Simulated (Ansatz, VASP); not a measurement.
One calculation of Ca3As2, two programs

The input INCAR:

```
SYSTEM = Ca3As2
ALGO     = Normal         ! electronic algorithm
EDIFF    = 1E-7           ! SCF threshold, eV
EDIFFG   = -0.04          ! ionic threshold
ENCUT    = 600            ! plane-wave cutoff, eV
GGA      = PE             ! functional
IBRION   = 2              ! ionic algorithm
ISIF     = 3              ! what is computed and relaxed
ISMEAR   = 0              ! smearing method
LASPH    = .True.         ! aspherical terms in the spheres
LCHARG   = .False.        ! write CHGCAR
LREAL    = .False.        ! projectors in reciprocal space
LWAVE    = .False.        ! write WAVECAR
NELM     = 60             ! most SCF steps
NSW      = 90             ! ionic steps
PREC     = Accurate       ! precision mode
SIGMA    = 0.1            ! smearing width, eV
```

File KPOINTS:

```
k-points
0
Gamma
  6 6 2
  0 0 0
```

File POSCAR:

```
Ca3As2
1.0
    5.2182421200      0.0000000000      0.0000000000
   -2.6091210600      4.5191302400      0.0000000000
    0.0000000000      0.0000000000      8.0273760100
Ca As
3 2
Direct
    0.5000000000      0.0000000000      0.0000000000
    0.0000000000      0.5000000000      0.0000000000
    0.5000000000      0.5000000000      0.0000000000
    0.0000000000      0.0000000000      0.1807863200
    0.0000000000      0.0000000000      0.8192136800
```

Input for Ansatz:

```yaml
crystal:
  lattice:
    - [5.21824212, 0.0, 0.0]
    - [-2.60912106, 4.51913024, 0.0]
    - [0.0, 0.0, 8.02737601]
  atoms:
    - { symbol: Ca, position: [0.5, 0.0, 0.0] }
    - { symbol: Ca, position: [0.0, 0.5, 0.0] }
    - { symbol: Ca, position: [0.5, 0.5, 0.0] }
    - { symbol: As, position: [0.0, 0.0, 0.18078632] }
    - { symbol: As, position: [0.0, 0.0, 0.81921368] }
basis:
  ecutwfc: 420
kpoints:
  mp_grid: { grid: [6, 6, 2] }
hamiltonian:
  xc: pbe
scf:
  occupations: { method: gaussian, width: 0.1 }
  lower_state_search: "off"
output:
  forces: true
  stress: true
  eigenvalues: true
relax:
  adjacent_minimum: "off"
  f_tol: 0.04
  max_steps: 70
  cell: { stress_tol: 0.4 }
```

Alike in both runs: task relaxation of cell and atoms; functional PBE; k mesh 6 × 6 × 2; occupations gaussian, width 0.1 eV; no spin polarisation.

|  | VASP | Ansatz |
| --- | --- | --- |
| version | VASP 6.6.1 | Ansatz 0.2.0 |
| potentials or method | VASP PAW PBE potentials, release 64 (Ca_sv, As), cutoff 600 eV | scalar-relativistic, plane waves, PAW |
| valence electrons in the cell | 40 | 60 |

Ansatz gave:

- gap on the k mesh at the Fermi level, each at its own relaxed structure (eV): none
- relaxed volume (Å³/atom): 50.43
- relaxed cell length with the largest relative difference (Å): 7.706

**Question.** What did VASP give for the same quantities?

**Answer.** gap on the k mesh at the Fermi level, each at its own relaxed structure (eV): none; relaxed volume (Å³/atom): 49.71; relaxed cell length with the largest relative difference (Å): 7.552.

A gap of «none» marks a metal or a gap that the smearing closes. VASP's potentials hold 40 valence electrons a cell and Ansatz's 60, so a difference there can come from the potentials and not from the codes.

The k mesh is coarse, so the values compare programs but aren't converged. Noted on VASP's run: the volume moved by over 15 % at a fixed basis, so the end points are rough.
